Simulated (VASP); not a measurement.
A run of VASP 6.6.1 is set up as follows.

INCAR

```
SYSTEM = TePb
  PREC = Accurate
  ENCUT = 520
  EDIFF = 1E-6
  ISMEAR = -1
  SIGMA = 0.05
  LREAL = .False.
  LASPH = .True.
  NELM = 80
  ALGO = Normal
  ISIF = 2
  LWAVE = .False.
  LCHARG = .False.
  GGA = PS
  NBANDS = 17
```

KPOINTS

```
regular mesh
0
Gamma
  7 7 7
  0 0 0
```

The input POSCAR:

```
TePb
1.0
    0.0000000000      3.2093147829      3.2093147829
    3.2093147829      0.0000000000      3.2093147829
    3.2093147829      3.2093147829      0.0000000000
Pb Te
1 1
Direct
    0.0000000000      0.0000000000      0.0000000000
    0.5000000000      0.5000000000      0.5000000000
```

Potentials or basis: VASP PAW PBE potentials, release 64 (Pb_d, Te).

Launch:

```sh
$ cat potpaw_PBE.64/Pb_d/POTCAR potpaw_PBE.64/Te/POTCAR > POTCAR
$ mpirun -np 1 vasp_std > vasp.out
```

Predict the pressure.

0.5 GPa.

Caveat: the PAW data sets were made with another functional, which shifts forces and pressure a little.
